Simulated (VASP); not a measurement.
Set up this calculation in VASP 6.6.1, as the native input.

| Quantity | Value |
| --- | --- |
| Task | single point |
| Functional | PBE |
| Potentials or basis | VASP PAW PBE potentials, release 64 (Mn_pv, O) |
| Cutoff | 520 eV |
| k mesh | 8 × 8 × 8 |
| Occupations | fermi-dirac, width 0.05 eV |
| Spin | collinear spin, ferromagnetic start |
| Starting moments | [4.0, 0.0] μB |
| Dipole correction | no |
| Further INCAR settings | ALGO = Normal; EDIFF = 1e-06; NBANDS = 20 |

The structure of MnO lies in POSCAR:

```
MnO
1.0
    0.0000000000      2.4365134300      2.4365134300
    2.4365134300      0.0000000000      2.4365134300
    2.4365134300      2.4365134300      0.0000000000
Mn O
1 1
Direct
    0.0000000000      0.0000000000      0.0000000000
    0.2500000000      0.2500000000      0.2500000000
```

One way to write it, as run:

INCAR

```
ALGO     = Normal         # electronic algorithm
EDIFF    = 1E-6           # SCF threshold, eV
ENCUT    = 520            # plane-wave cutoff, eV
GGA      = PE             # functional
ISIF     = 2              # what is computed and relaxed
ISMEAR   = -1             # smearing method
ISPIN    = 2              # spin polarisation
LASPH    = True           # aspherical terms in the spheres
LCHARG   = True           # write CHGCAR
LELF     = True           # ELF
LMAXMIX  = 4              # l up to which the mixer works
LORBIT   = 11             # projections on sites
LREAL    = False          # projectors in reciprocal space
LVHAR    = True         
LWAVE    = False          # write WAVECAR
MAGMOM   = 4 0            # initial moments
NBANDS   = 20             # bands
NELM     = 150            # most SCF steps
PREC     = Accurate       # precision mode
SIGMA    = 0.05           # smearing width, eV
```

KPOINTS

```
k-points
0
Gamma
  8 8 8
```

Potentials or basis: VASP PAW PBE potentials, release 64 (Mn_pv, O).

Launch:

```console
$ cat potpaw_PBE.64/Mn_pv/POTCAR potpaw_PBE.64/O/POTCAR > POTCAR
$ mpirun -np 1 vasp_std > vasp.out
```

It gave:

The pressure is -4.5 GPa and the band gap on the k mesh is zero (filled and empty bands touch). The net moment is 5.00 μB per cell and the site moments are Mn +4.44; O +0.18 μB. The valence electrons inside the program's atomic spheres are Mn 11.33; O 4.97.

Caveat: the cell stands under tension; a cell with one magnetic atom can't hold antiferromagnetic order, which such compounds often take; semilocal functionals often make such compounds metallic where correlation or magnetic order opens a gap, which also shifts bond lengths.

Run time: 53 s on 1 thread of AMD EPYC 7R13, on a shared host, peak memory 0.15 GiB.
